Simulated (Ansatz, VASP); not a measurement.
# Mo4C3: VASP beside Ansatz

```
CELL_PARAMETERS angstrom
-2.16631 2.16631 4.26750
2.16631 -2.16631 4.26750
2.16631 2.16631 -4.26750
ATOMIC_POSITIONS crystal
Mo 0.75863 0.75863 0.00000
Mo 0.50000 0.00000 0.50000
Mo 0.24137 0.24137 0.00000
Mo 0.00000 0.50000 0.50000
C 0.75000 0.25000 0.50000
C 0.25000 0.75000 0.50000
C 0.00000 0.00000 0.00000
```

Change from the starting cell: the structure that the rattled cell fell into.

Alike in both runs: task relaxation of cell and atoms; functional PBE; k mesh 12 × 12 × 12; occupations gaussian, width 0.1 eV; no spin polarisation.

|  | VASP | Ansatz |
| --- | --- | --- |
| version | VASP 6.6.1 | Ansatz 0.2.0 |
| potentials or method | VASP PAW PBE potentials, release 64 (Mo_sv, C), cutoff 600 eV | scalar-relativistic, plane waves, PAW |
| valence electrons in the cell | 68 | 68 |

```csv
,VASP,Ansatz,Ansatz less VASP
"gap on the k mesh at the Fermi level, each at its own relaxed structure (eV)",none,none,-
relaxed volume (Å³/atom),11.43,11.42,-0.010
relaxed cell length with the largest relative difference (Å),5.255,5.254,-0.0014
```

A gap of «none» marks a metal or a gap that the smearing closes.
